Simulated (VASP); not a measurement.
# Co2Te (P6_3/mmc) in VASP: a series of runs

Co2Te is run at these levels: PBE; tasks: single point, relaxation of cell and atoms.

Program: VASP 6.6.1. These are calculated values, not measurements. Logs are shortened: lines on timing, memory, paths and dates and some standing lists are left out, and cuts for length are marked.

### 1 The cell of the first run

The structure is hexagonal, space group P6_3/mmc (No. 194). The conventional cell has a = 3.809 Å, b = 3.809 Å, c = 7.652 Å, α = 90.00°, β = 90.00°, γ = 120.00°. Within 3.4 Å of Co (site symmetry 3m) lie 4 Co at 2.54 to 2.55 Å and 4 Te at 2.54 to 2.55 Å. Within 3.4 Å of Te (site symmetry -6m2) lie 8 Co at 2.54 to 2.55 Å.

### 2 Single point, PBE, collinear spin, ferromagnetic start

INCAR

```
SYSTEM = Co2Te
  PREC = Accurate
  ENCUT = 520
  EDIFF = 1E-6
  ISMEAR = 0
  SIGMA = 0.1
  LREAL = .FALSE.
  LASPH = .TRUE.
  NELM = 150
  ALGO = Normal
  ISIF = 2
  LWAVE = .FALSE.
  LCHARG = .FALSE.
  ISPIN = 2
  MAGMOM = 0.13 0.13 0.13 0.13 0 0
  LORBIT = 11
  LMAXMIX = 4
  GGA = PE
  NBANDS = 37
```

KPOINTS

```
Automatic mesh
0
G
  6 6 2
  0 0 0
```

POSCAR

```
Co2Te
1.0
    3.8087394393      0.0000000000      0.0000000000
   -1.9043697197      3.2984651109      0.0000000000
    0.0000000000      0.0000000000      7.6519779944
Co Te
4 2
Direct
    0.3333333333      0.6666666667      0.5830691593
    0.6666666667      0.3333333333      0.0830691593
    0.3333333333      0.6666666667      0.9169308407
    0.6666666667      0.3333333333      0.4169308407
    0.3333333333      0.6666666667      0.2500000000
    0.6666666667      0.3333333333      0.7500000000
```

Potentials or basis: VASP PAW PBE potentials, release 64 (Co, Te).

The run is started by

```
> cat potpaw_PBE.64/Co/POTCAR potpaw_PBE.64/Te/POTCAR > POTCAR
> mpirun -np 1 vasp_std > vasp.out
```

OUTCAR:

```text
SYSTEM = Co2Te
   PREC = Accurate
   ENCUT = 520
   EDIFF = 1E-6
   ISMEAR = 0
   LREAL = .FALSE.
   LASPH = .TRUE.
   NELM = 150
   ISIF = 2
   ISPIN = 2
   LORBIT = 11
   GGA = PE

 ion  position               nearest neighbor table
   1  0.333  0.667  0.583-   4 2.54   4 2.54   4 2.54   6 2.54   6 2.54   6 2.54   5 2.55   3 2.55

   2  0.667  0.333  0.083-   3 2.54   3 2.54   3 2.54   5 2.54   5 2.54   5 2.54   6 2.55   4 2.55

   3  0.333  0.667  0.917-   2 2.54   2 2.54   2 2.54   6 2.54   6 2.54   6 2.54   5 2.55   1 2.55

   4  0.667  0.333  0.417-   1 2.54   1 2.54   1 2.54   5 2.54   5 2.54   5 2.54   6 2.55   2 2.55

   5  0.333  0.667  0.250-   2 2.54   4 2.54   2 2.54   4 2.54   2 2.54   4 2.54   3 2.55   1 2.55

   6  0.667  0.333  0.750-   1 2.54   3 2.54   1 2.54   3 2.54   1 2.54   3 2.54   2 2.55   4 2.55

  LATTYP: Found a hexagonal cell.
 ALAT       =     3.8087394393
 C/A-ratio  =     2.0090578829

  Lattice vectors:

 A1 = (   3.8087394393,   0.0000000000,   0.0000000000)
 A2 = (  -1.9043697197,   3.2984651109,   0.0000000000)
 A3 = (   0.0000000000,   0.0000000000,   7.6519779944)

Analysis of symmetry for initial positions (statically):
=====================================================================
 Subroutine PRICEL returns:
 Original cell was already a primitive cell.

 Routine SETGRP: Setting up the symmetry group for a
 hexagonal supercell.

 Subroutine GETGRP returns: Found 24 space group operations
 (whereof 12 operations were pure point group operations)
 out of a pool of 24 trial point group operations.

The static configuration has the point symmetry D_3d.
 The point group associated with its full space group is D_6h.

Analysis of symmetry for dynamics (positions and initial velocities):
=====================================================================
 Subroutine PRICEL returns:
 Original cell was already a primitive cell.

 Routine SETGRP: Setting up the symmetry group for a
 hexagonal supercell.

 Subroutine GETGRP returns: Found 24 space group operations
 (whereof 12 operations were pure point group operations)
 out of a pool of 24 trial point group operations.

The dynamic configuration has the point symmetry D_3d.
 The point group associated with its full space group is D_6h.

Analysis of structural, dynamic, and magnetic symmetry:
=====================================================================
 Subroutine PRICEL returns:
 Original cell was already a primitive cell.

 Routine SETGRP: Setting up the symmetry group for a
 hexagonal supercell.

 Subroutine GETGRP returns: Found 24 space group operations
 (whereof 12 operations were pure point group operations)
 out of a pool of 24 trial point group operations.

The overall configuration has the point symmetry D_3d.
 The point group associated with its full space group is D_6h.

 Subroutine INISYM returns: Found 24 space group operations
 (whereof 12 operations are pure point group operations),
 and found     1 'primitive' translations

----------------------------------------------------------------------------------------

                                     Primitive cell

  volume of cell :      96.1318

  direct lattice vectors                    reciprocal lattice vectors
     3.808739439  0.000000000  0.000000000     0.262554059  0.151585657  0.000000000
    -1.904369720  3.298465111  0.000000000     0.000000000  0.303171313  0.000000000
     0.000000000  0.000000000  7.651977994     0.000000000  0.000000000  0.130685164

  length of vectors
     3.808739439  3.808739439  7.651977994     0.303171313  0.303171313  0.130685164

  position of ions in fractional coordinates (direct lattice)
     0.333333333  0.666666667  0.583069159
     0.666666667  0.333333333  0.083069159
     0.333333333  0.666666667  0.916930841
     0.666666667  0.333333333  0.416930841
     0.333333333  0.666666667  0.250000000
     0.666666667  0.333333333  0.750000000

  ion indices of the primitive-cell ions
[... 42 lines left out ...]
  0.333333  0.333333  0.000000      2.000000
  0.000000  0.000000  0.500000      1.000000
  0.166667 -0.000000  0.500000      6.000000
  0.333333 -0.000000  0.500000      6.000000
  0.500000  0.000000  0.500000      3.000000
  0.166667  0.166667  0.500000      6.000000
  0.333333  0.166667  0.500000     12.000000
  0.333333  0.333333  0.500000      2.000000
   k-points           NKPTS =     14   k-points in BZ     NKDIM =     14   number of bands    NBANDS=     37
   number of dos      NEDOS =    301   number of ions     NIONS =      6
   total plane-waves  NPLWV =  47040
   dimension x,y,z NGX =    28 NGY =   28 NGZ =   60
   dimension x,y,z NGXF=    56 NGYF=   56 NGZF=  120
   ions per type =               4   2
   NGX,Y,Z   is equivalent  to a cutoff of  12.22, 12.22, 13.04 a.u.
   NGXF,Y,Z  is equivalent  to a cutoff of  24.44, 24.44, 26.07 a.u.
 SYSTEM =  Co2Te
   PREC   = accura    normal or accurate (medium, high low for compatibility)
   ISTART =      0    job   : 0-new  1-cont  2-samecut
   ICHARG =      2    charge: 1-file 2-atom 10-const
   ISPIN  =      2    spin polarized calculation?
   LNONCOLLINEAR =      F non collinear calculations
   LSORBIT =      F    spin-orbit coupling
   LASPH  =      T    aspherical Exc in radial PAW
   ENCUT  =  520.0 eV  38.22 Ry    6.18 a.u.   7.08  7.08 14.23*2*pi/ulx,y,z
   NELM   =    150;   NELMIN=  2; NELMDL= -5     # of ELM steps
   EDIFF  = 0.1E-05   stopping-criterion for ELM
   LREAL  =      F    real-space projection
   EDIFFG = 0.1E-04   stopping-criterion for IOM
   NSW    =      0    number of steps for IOM
   IBRION =     -1    ionic relax: 0-MD 1-quasi-New 2-CG
   NFREE  =      0    steps in history (QN), initial steepest desc. (CG)
   ISIF   =      2    stress and relaxation
   ISYM   =      2    0-nonsym 1-usesym 2-fastsym
   POTIM  = 0.5000    time-step for ionic-motion
   TEBEG  =    0.0;   TEEND  =   0.0 temperature during run
   PSTRESS=    0.0 pullay stress
   NELECT =      48.0000    total number of electrons
   NUPDOWN=      -1.0000    fix difference up-down
   EMIN   =  10.00;   EMAX   =-10.00  energy-range for DOS
   EFERMI =   0.00;   METHOD = LEGACY
   ISMEAR =     0;   SIGMA  =   0.10  broadening in eV -4-tet -1-fermi 0-gaus
   EFERMI_NEDOS =   21; number of points for ismear=-14 and -15
   IALGO  =     38    algorithm
   IMIX   =      4    mixing-type and parameters
     AMIX     =   0.40;   BMIX     =  1.00
     AMIX_MAG =   1.60;   BMIX_MAG =  1.00
  volume/ion in A,a.u.               =      16.02       108.12
  Fermi-wavevector in a.u.,A,eV,Ry     =   1.298772  2.454323 22.950430  1.686809
  Thomas-Fermi vector in A             =   2.430079
   LORBIT       =     11    0 simple, 1 ext, 2 COOP (PROOUT), +10 PAW based schemes
   GGA     = PE    functional components
   LHFCALC =     F    Hartree Fock is set to
   AEXX    =    0.0000 exact exchange contribution
   IVDW    =     0    specifies the selected vdW correction
   LEPSILON=     F    determine dielectric tensor
   LRPA    =     F    only Hartree local field effects (RPA)
 spin polarized calculation
 Gauss-broadening in eV      SIGMA  =   0.10
  energy-cutoff  :      520.00
  volume of cell :       96.13
 maximum number of plane-waves:      2619
   NGX = 15   NGY = 15   NGZ = 29

 number of electron      48.0000015 magnetization       4.3254518

 Free energy of the ion-electron system (eV)
  ---------------------------------------------------
  ext. energy  EPLUGINS =         0.00000000
  ---------------------------------------------------
  free energy    TOTEN  =       -33.00148537 eV

  energy without entropy =      -32.96053639  energy(sigma->0) =      -32.98101088

 E-fermi :   9.7666     XC(G=0): -11.6067

 val. band max:        9.7571663162   @ k =   0.3333   0.1667   0.5000
 cond. band min:       9.7907156318   @ k =   0.1667   0.1667   0.0000
 fundamental gap:      0.0335493156
 Fermi energy:         9.7665930141

 spin component 1

 k-point     1 :       0.0000    0.0000    0.0000
  band No.  band energies     occupation
      1      -4.3876      1.00000
      2      -3.5410      1.00000
      3       2.0015      1.00000
      4       4.2774      1.00000
      5       5.3632      1.00000
      6       5.3632      1.00000
[... 535 lines left out ...]
     35      18.7830      0.00000
     36      18.7830      0.00000
 Fermi energy:         9.7665930141

 spin component 2

 k-point     1 :       0.0000    0.0000    0.0000
  band No.  band energies     occupation
      1      -4.3709      1.00000
      2      -3.5291      1.00000
      3       2.0692      1.00000
      4       4.6384      1.00000
      5       5.8088      1.00000
      6       5.8088      1.00000
[... 535 lines left out ...]
     35      18.9191      0.00000
     36      18.9191      0.00000
 [bands above 36 left out]

------------------------ aborting loop because EDIFF is reached ----------------------------------------

  FORCE on cell =-STRESS in cart. coord.  units (eV):
  Direction    XX          YY          ZZ          XY          YZ          ZX
  --------------------------------------------------------------------------------------
  -------------------------------------------------------------------------------------
  Total        2.2222812      2.2222812      0.6131539     -0.0000000      0.0000000      0.0000000
  in kB       37.0375905     37.0375905     10.2191138     -0.0000000      0.0000000      0.0000000
  external PRESSURE =      28.0980982 kB  Pullay stress =       0.0000000 kB

 VOLUME and BASIS-vectors are now :
 -----------------------------------------------------------------------------
  energy-cutoff  :      520.00
  volume of cell :       96.13
      direct lattice vectors                 reciprocal lattice vectors
     3.808739439  0.000000000  0.000000000     0.262554059  0.151585657  0.000000000
    -1.904369720  3.298465111  0.000000000     0.000000000  0.303171313  0.000000000
     0.000000000  0.000000000  7.651977994     0.000000000  0.000000000  0.130685164

 POSITION                                       TOTAL-FORCE (eV/Angst)
 -----------------------------------------------------------------------------------
     -0.00000      2.19898      4.46163        -0.000000      0.000000     -0.081414
      1.90437      1.09949      0.63564        -0.000000      0.000000     -0.081414
     -0.00000      2.19898      7.01633         0.000000     -0.000000      0.081414
      1.90437      1.09949      3.19035         0.000000      0.000000      0.081414
     -0.00000      2.19898      1.91299        -0.000000      0.000000      0.000000
      1.90437      1.09949      5.73898        -0.000000     -0.000000      0.000000
 -----------------------------------------------------------------------------------
    total drift:                                0.000000     -0.000000      0.000000

  FREE ENERGIE OF THE ION-ELECTRON SYSTEM (eV)
  ---------------------------------------------------
  free  energy   TOTEN  =       -33.0014853740 eV

  energy  without entropy=      -32.9605363885  energy(sigma->0) =      -32.98101088

 total charge

# of ion       s       p       d       tot
------------------------------------------
    1        0.397   0.441   7.460   8.298
    2        0.397   0.441   7.460   8.298
    3        0.397   0.441   7.460   8.298
    4        0.397   0.441   7.460   8.298
    5        1.310   1.987   0.172   3.469
    6        1.310   1.987   0.172   3.469
--------------------------------------------------
tot          4.209   5.738  30.183  40.130

 magnetization (x)

# of ion       s       p       d       tot
------------------------------------------
    1        0.001   0.005   1.082   1.087
    2        0.001   0.005   1.082   1.087
    3        0.001   0.005   1.082   1.087
    4        0.001   0.005   1.082   1.087
    5        0.008  -0.005  -0.010  -0.007
    6        0.008  -0.005  -0.010  -0.007
--------------------------------------------------
tot          0.018   0.010   4.308   4.336
```

Run time: 2 min. Hardware: 1 thread of Intel Xeon Platinum 8488C (Sapphire Rapids), shared host; peak memory 0.28 GiB.

Results:

```yaml
Free_energy: -33.0015 eV
Pressure: 2.8 GPa
Largest_force: 0.081 eV/Å
Net_moment: 4.33 μB per cell
Site_moments: Co +1.09; Te -0.01 μB
Valence_electrons_inside_the_program's_atomic_spheres: Co 8.30; Te 3.47
```

Forces on the atoms (eV/Å):
```
Co   0.000  0.000 -0.081
Co   0.000  0.000 -0.081
Co   0.000  0.000  0.081
Co   0.000  0.000  0.081
Te   0.000  0.000  0.000
Te   0.000  0.000  0.000
```

Stress tensor (GPa, compression positive):
```
3.70 0.00 0.00
0.00 3.70 0.00
0.00 0.00 1.02
```

Levels at points of the mesh, in eV from the Fermi level:
Spin up:
```tsv
k point	band 23	band 24	band 25	band 26	band 27	band 28	band 29	band 30
(0.00, 0.00, 0.00)	-0.84	0.52	1.25	1.25	1.33	1.99	1.99	3.77
(0.50, 0.00, 0.00)	-0.98	-0.85	-0.85	-0.84	-0.67	1.52	2.63	3.66
(0.00, 0.00, 0.50)	-0.86	-0.86	1.58	1.58	1.58	1.58	3.67	3.67
(0.50, 0.00, 0.50)	-1.14	-1.14	-0.68	-0.68	0.04	0.04	2.08	2.08
```
Spin down:
| k point | band 18 | band 19 | band 20 | band 21 | band 22 | band 23 | band 24 | band 25 | band 26 | band 27 |
| --- | --- | --- | --- | --- | --- | --- | --- | --- | --- | --- |
| (0.00, 0.00, 0.00) | -0.75 | -0.06 | -0.06 | 0.04 | 0.29 | 0.29 | 0.85 | 1.97 | 1.97 | 2.28 |
| (0.50, 0.00, 0.00) | -0.82 | -0.63 | -0.45 | -0.38 | -0.16 | 0.04 | 0.16 | 0.18 | 0.33 | 0.39 |
| (0.00, 0.00, 0.50) | -0.88 | -0.01 | -0.01 | -0.01 | -0.01 | 0.30 | 0.30 | 2.19 | 2.19 | 2.19 |
| (0.50, 0.00, 0.50) | -0.69 | -0.47 | -0.47 | -0.12 | -0.12 | -0.04 | -0.04 | 0.31 | 0.31 | 0.79 |

Caveat: the k points lie up to 0.41 Å⁻¹ apart; spin-orbit coupling is left out, which moves the levels of the heavy elements.

(Part 1 of 2 ends here.)
